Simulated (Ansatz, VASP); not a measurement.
## One calculation of V, two programs

File INCAR:

```
PREC = Accurate
ENCUT = 520
EDIFF = 1E-7
ISMEAR = -1
SIGMA = 0.1
LREAL = F
LASPH = T
NELM = 80
ALGO = Normal
ISIF = 2
LWAVE = F
LCHARG = F
GGA = RP
NBANDS = 34
```

Contents of KPOINTS:

```
regular mesh
0
Gamma
  15 15 4
```

File POSCAR:

```
V
1.0
    2.7269197072      0.0000000000      0.0000000000
   -1.3634598536      2.3615817405      0.0000000000
    0.0000000000      0.0000000000      9.5341740064
V
4
Direct
    0.0000000000      0.0000000000      1.0000000000
    1.0000000000      0.0000000000      0.5000000000
    0.3333333333      0.6666666667      0.2500000000
    0.6666666667      0.3333333333      0.7500000000
```

Input for Ansatz:

```yaml
crystal:
  lattice:
    - [2.7269197072, 0.0, 0.0]
    - [-1.3634598536, 2.3615817405, 0.0]
    - [0.0, 0.0, 9.5341740064]
  atoms:
    - { symbol: V, position: [0.0, 0.0, 1.0] }
    - { symbol: V, position: [1.0, 0.0, 0.5] }
    - { symbol: V, position: [0.3333333333, 0.6666666667, 0.25] }
    - { symbol: V, position: [0.6666666667, 0.3333333333, 0.75] }
hamiltonian:
  xc: rpbe
  pseudopotentials:
    kind: paw
    azcp:
      V: "pseudopotentials/V.paw.azcp"
basis:
  ecutwfc: 420
  fft_grid_basis: typed
kpoints:
  mp_grid: { grid: [15, 15, 4], shift: [0, 0, 0] }
magnetization:
  spin_polarized: false
scf:
  occupations: { method: fermi_dirac, width: 0.1 }
  lower_state_search: "off"
output:
  stress: true
```

Alike in both runs: task single point; functional RPBE; k mesh 15 × 15 × 4; occupations fermi-dirac, width 0.1 eV; no spin polarisation.

|  | VASP | Ansatz |
| --- | --- | --- |
| version | VASP 6.6.1 | Ansatz 0.2.0 |
| potentials or method | VASP PAW PBE potentials, release 64 (V_sv), cutoff 520 eV | plane waves (420 eV) with PAW, scalar-relativistic |
| valence electrons in the cell | 52 | 52 |

|  | VASP | Ansatz | Ansatz less VASP |
| --- | --- | --- | --- |
| pressure (GPa) | -10.6 | -10.8 | -0.21 |
| traceless stress, the component that is largest in VASP (GPa) | -0.07 | -0.07 | -0.003 |

VASP's potentials were made for PBE, not for RPBE. The functional is the same, so the differences come from potentials, cutoffs and numerics.
